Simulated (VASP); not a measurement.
Write the native input for VASP 6.6.1 that does the following.

- Task: single point
- Functional: PBE
- Potentials or basis: VASP PAW PBE potentials, release 64 (Ir)
- Cutoff: 520 eV
- k mesh: 18 × 18 × 12
- Occupations: gaussian, width 0.15 eV
- Spin: no spin polarisation
- Dipole correction: no
- Further INCAR settings: ALGO = Normal; EDIFF = 1e-06; NBANDS = 16

The structure of Ir lies in POSCAR:

```
Ir
1.0
    2.6413227788      0.0000000000      0.0000000000
   -1.3206613894      2.2874526260      0.0000000000
    0.0000000000      0.0000000000      4.1053068000
Ir
2
Direct
    0.6666666667      0.3333333333      0.7500000000
    0.3333333333      0.6666666667      0.2500000000
```

This cell differs from its parent crystal: strain -0.040 along x and y, -0.080 along z.

The input as run:

INCAR

```
SYSTEM = Ir
PREC = Accurate ; ENCUT = 520
EDIFF = 1E-6 ; ISMEAR = 0
SIGMA = 0.15 ; LREAL = .False.
LASPH = .True. ; NELM = 100
ALGO = Normal ; ISIF = 2
LWAVE = .False. ; LCHARG = .True.
GGA = PE ; LELF = .True.
LVHAR = .True. ; NBANDS = 16
```

KPOINTS

```
regular mesh
0
Gamma
  18 18 12
  0 0 0
```

Potentials or basis: VASP PAW PBE potentials, release 64 (Ir).

The run is started by

```bash
$ cat potpaw_PBE.64/Ir/POTCAR > POTCAR
$ mpirun -np 1 vasp_std > vasp.out
```

It gave:

The pressure is 86.4 GPa and the band gap on the k mesh is zero (band 9 reaches 14.25 eV, above the bottom of band 10 at 10.12 eV).

Caveat: the cell differs from its parent crystal (strain -0.040 along x and y, -0.080 along z); spin-orbit coupling is left out, which moves the levels of the heavy elements.

It took 37 s on 1 thread of Intel(R) Xeon(R) 6975P-C (Granite Rapids), on a shared host, peak memory 0.21 GiB.
